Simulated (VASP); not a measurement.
Input of a VASP 6.6.1 run:

The input POSCAR:

```
GaAs
1.0
    0.0000000000      2.8330850939      2.8330850939
    2.8330850939      0.0000000000      2.8330850939
    2.8330850939      2.8330850939      0.0000000000
Ga As
1 1
Direct
    0.0000000000      0.0000000000      0.0000000000
    0.2500000000      0.2500000000      0.2500000000
```

The input INCAR.step1:

```
PREC     = Accurate       # precision mode
ENCUT    = 500            # plane-wave cutoff, eV
EDIFF    = 1E-8           # SCF threshold, eV
ISMEAR   = 0              # smearing method
SIGMA    = 0.01           # smearing width, eV
LREAL    = False          # projectors in reciprocal space
LASPH    = True           # aspherical terms in the spheres
NELM     = 80             # most SCF steps
ALGO     = Normal         # electronic algorithm
LWAVE    = True           # write WAVECAR
LCHARG   = False          # write CHGCAR
GGA      = PE             # functional
```

Contents of INCAR.step2:

```
PREC     = Accurate       # precision mode
ENCUT    = 500            # plane-wave cutoff, eV
EDIFF    = 1E-8           # SCF threshold, eV
ISMEAR   = 0              # smearing method
SIGMA    = 0.01           # smearing width, eV
LREAL    = False          # projectors in reciprocal space
LASPH    = True           # aspherical terms in the spheres
NELM     = 1              # most SCF steps
ALGO     = Exact          # electronic algorithm
LWAVE    = True           # write WAVECAR
LCHARG   = False          # write CHGCAR
GGA      = PE             # functional
NBANDS   = 144            # bands
LOPTICS  = True           # frequency-dependent dielectric function
ISTART   = 1
```

File INCAR.step3:

```
PREC     = Accurate       # precision mode
ENCUT    = 500            # plane-wave cutoff, eV
EDIFF    = 1E-8           # SCF threshold, eV
ISMEAR   = 0              # smearing method
SIGMA    = 0.01           # smearing width, eV
LREAL    = False          # projectors in reciprocal space
LASPH    = True           # aspherical terms in the spheres
ALGO     = EVGW0          # electronic algorithm
LWAVE    = False          # write WAVECAR
LCHARG   = False          # write CHGCAR
GGA      = PE             # functional
NELMGW   = 1            
NBANDS   = 144            # bands
ENCUTGW  = 120.0          # cutoff of the response function
NOMEGA   = 96             # frequency points
PRECFOCK = Fast         
ISTART   = 1            
NBANDSGW = 17           
OMEGAMAX = 20
```

The input KPOINTS:

```
Automatic mesh
0
Gamma
  4 4 4
```

Potentials or basis: VASP PAW PBE potentials, release 64 (Ga_d_GW, As_GW).

Launch:

```bash
$ cat potpaw_PBE.64/Ga_d_GW/POTCAR potpaw_PBE.64/As_GW/POTCAR > POTCAR
$ cp INCAR.step1 INCAR
$ mpirun -np 1 vasp_std > vasp.out
$ cp INCAR.step2 INCAR
$ mpirun -np 1 vasp_std > vasp.out
$ cp INCAR.step3 INCAR
$ mpirun -np 1 vasp_std > vasp.out
```

(1) Predict the quasiparticle gap.

(2) Predict the least direct quasiparticle gap.

(3) Estimate the least direct gap of the starting levels on the mesh.

(4) Predict the band gap of the starting levels on the mesh.

## Answers

(1) 1.34 eV.

(2) 1.34 eV.

(3) 0.45 eV.

(4) 0.45 eV.

Caveat: the k points lie up to 0.48 Å⁻¹ apart; bands, screening cutoff and mesh are small and nothing is extrapolated, so the quasiparticle values aren't converged.
